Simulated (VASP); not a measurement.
Write the native input for VASP 6.6.1 that does the following.

| Quantity | Value |
| --- | --- |
| Task | single point |
| Functional | PBE |
| Potentials or basis | VASP PAW PBE potentials, release 64 (Sn_d) |
| Cutoff | 520 eV |
| k mesh | 12 × 12 × 3 |
| Occupations | fermi-dirac, width 0.1 eV |
| Spin | no spin polarisation |
| Dipole correction | no |
| Further INCAR settings | ALGO = Normal; EDIFF = 1e-06; NBANDS = 36 |

The structure of Sn lies in POSCAR:

```
Sn
1.0
    2.6042342145      0.0000000000      0.0000000000
   -1.3021171073      2.2553329871      0.0000000000
    0.0000000000      0.0000000000      8.5547639478
Sn
4
Direct
    0.0000000000      0.0000000000      0.0000000000
    0.0000000000      0.0000000000      0.5000000000
    0.3333333333      0.6666666667      0.2500000000
    0.6666666667      0.3333333333      0.7500000000
```

This isn't the form of Sn at room conditions, which is tetragonal (white tin).

The input as run:

INCAR

```
PREC     = Accurate       # precision mode
ENCUT    = 520            # plane-wave cutoff, eV
EDIFF    = 1E-6           # SCF threshold, eV
ISMEAR   = -1             # smearing method
SIGMA    = 0.1            # smearing width, eV
LREAL    = F              # projectors in reciprocal space
LASPH    = T              # aspherical terms in the spheres
NELM     = 80             # most SCF steps
ALGO     = Normal         # electronic algorithm
ISIF     = 2              # what is computed and relaxed
LWAVE    = F              # write WAVECAR
LCHARG   = F              # write CHGCAR
GGA      = PE             # functional
NBANDS   = 36             # bands
```

KPOINTS

```
regular mesh
0
Gamma
  12 12 3
```

Potentials or basis: VASP PAW PBE potentials, release 64 (Sn_d).

The run is started by

```console
$ cat potpaw_PBE.64/Sn_d/POTCAR > POTCAR
$ mpirun -np 1 vasp_std > vasp.out
```

Results of the run:

| Item | Value |
| --- | --- |
| Pressure | 254.7 GPa |
| Band gap on the k mesh | zero (bands 28 and 29 overlap by 13.65 eV) |

Caveat: the cell stands under pressure; spin-orbit coupling is left out, which moves the levels of the heavy elements.

Run time: 74 s on 1 thread of Intel Xeon 8259CL, on a shared host, peak memory 0.19 GiB.
